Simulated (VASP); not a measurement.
## Na: single point with PBE

Na:

```
Na
1.0
    -2.02221    2.02221    2.11750
     2.02221   -2.02221    2.11750
     2.02221    2.02221   -2.11750
Na
1
Direct
  0.00000 0.00000 0.00000
```

This cell differs from its parent crystal: strain -0.0450 x Voigt [1, 1, 0, 0, 0, 0].

| Quantity | Value |
| --- | --- |
| Program | VASP 6.6.1 |
| Task | single point |
| Functional | PBE |
| Potentials or basis | VASP PAW PBE potentials, release 64 (Na_pv) |
| Cutoff | 520 eV |
| k mesh | 16 × 16 × 16 |
| Occupations | gaussian, width 0.15 eV |
| Spin | no spin polarisation |

| Property | Result |
| --- | --- |
| Pressure | 0.6 GPa |

Levels at points of the mesh, in eV from the Fermi level:
```
           k point  band 2  band 3  band 4  band 5  band 6  band 7
(0.00, 0.00, 0.00)  -24.85  -24.85   -3.43   11.96   11.96   12.67
(0.50, 0.00, 0.00)  -24.87  -24.85    0.72    1.23    8.70    9.85
(0.50, 0.50, 0.00)  -24.87  -24.85    0.90    1.44    8.10    9.23
(0.50, 0.50, 0.50)  -24.88  -24.88    4.39    4.60    4.84    5.42
```

Run time: 44 s on 1 thread of Intel(R) Xeon(R) 6975P-C (Granite Rapids), on a shared host, peak memory 0.22 GiB.

Caveat: the cell differs from its parent crystal (strain -0.0450 x Voigt [1, 1, 0, 0, 0, 0]).
